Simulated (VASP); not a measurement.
Crystal: Lu3F2.

```
Lu F
1.0
     4.30282    0.00000    0.00000
    -2.15141    3.72635    0.00000
     0.00000    0.00000    5.33698
Lu F
3 2
Direct
  0.66667 0.33333 0.24227
  0.66667 0.33333 0.75773
  0.00000 0.00000 0.50000
  0.00000 0.00000 0.00000
  0.33333 0.66667 0.50000
```

The cell was built from a structure type or drawn by symmetry, and may not be a known phase.

- Program: VASP 6.6.1
- Task: relaxation of cell and atoms
- Functional: PBE
- Potentials or basis: VASP PAW PBE potentials, release 64 (Lu, F)
- Cutoff: 600 eV
- k mesh: 6 × 6 × 4
- Occupations: gaussian, width 0.1 eV
- Spin: no spin polarisation

At the start: pressure 23.6 GPa; volume 17.11 Å³/atom.

Problem. How do energy, volume and symmetry change on relaxing?

Solution. Over 24 steps the energy falls by 1118.4 meV/atom and the volume is 19.89 Å³/atom (+16.2 %); space group P-6m2 (No. 187, to 0.1 Å) before and after.

Step by step:
| step | energy change (eV) | largest force (eV/Å) | pressure (GPa) | volume (Å³) |
| --- | --- | --- | --- | --- |
| 1 | 0.0000 | 2.1981 | 23.56 | 85.57 |
| 2 | -2.3873 | 1.6157 | 1.16 | 120.61 |
| 3 | -2.3869 | 1.7386 | 0.35 | 123.26 |
| 4 | -2.8037 | 0.1224 | -1.98 | 130.04 |
| 5 | -2.8570 | 0.3634 | -3.15 | 133.36 |
| 6 | -3.2306 | 1.0764 | -2.13 | 124.71 |
| 7 | -3.5636 | 3.2750 | 8.43 | 98.55 |
| 8 | -3.6687 | 2.2373 | 1.44 | 110.23 |
| 9 | -3.7026 | 2.5391 | 2.82 | 106.48 |
| 10 | -3.8801 | 2.7047 | 3.01 | 104.71 |
| 11 | -4.2123 | 2.9242 | 4.49 | 98.92 |
| 12 | -4.5259 | 2.4895 | 1.42 | 100.59 |
| 13 | -4.8857 | 1.7744 | -4.08 | 103.91 |
| 14 | -4.9353 | 1.4401 | -6.37 | 105.53 |
| 15 | -5.2505 | 1.1563 | -4.93 | 103.77 |
| 16 | -5.5690 | 0.5341 | -0.13 | 99.42 |
| 17 | -5.5795 | 0.0689 | -1.25 | 100.27 |
| 18 | -5.5810 | 0.1771 | -1.01 | 100.06 |
| 19 | -5.5887 | 0.0523 | -0.44 | 99.61 |
| 20 | -5.5906 | 0.0905 | 0.17 | 99.12 |
| 21 | -5.5908 | 0.0602 | 0.17 | 99.22 |
| 22 | -5.5908 | 0.0498 | 0.12 | 99.26 |
| 23 | -5.5917 | 0.0181 | 0.01 | 99.37 |
| 24 | -5.5920 | 0.0092 | 0.00 | 99.46 |

Final structure:
```cif
data_structure
_symmetry_space_group_name_H-M 'P 1'
_symmetry_Int_Tables_number 1
_cell_length_a 3.7707
_cell_length_b 3.7707
_cell_length_c 8.0778
_cell_angle_alpha 90.000
_cell_angle_beta 90.000
_cell_angle_gamma 120.000
_cell_volume 99.46
loop_
_atom_site_label
_atom_site_type_symbol
_atom_site_fract_x
_atom_site_fract_y
_atom_site_fract_z
_atom_site_occupancy
Lu1 Lu 0.66667 0.33333 0.17990 1
Lu2 Lu 0.66667 0.33333 0.82010 1
Lu3 Lu 0.00000 0.00000 0.50000 1
F1 F 0.00000 0.00000 0.00000 1
F2 F 0.33333 0.66667 0.50000 1
```

Caveat: the volume moved by over 15 % at a fixed basis, so the end points are rough; an odd number of electrons without spin polarisation forces a metal; a magnetic or distorted state may lie lower.
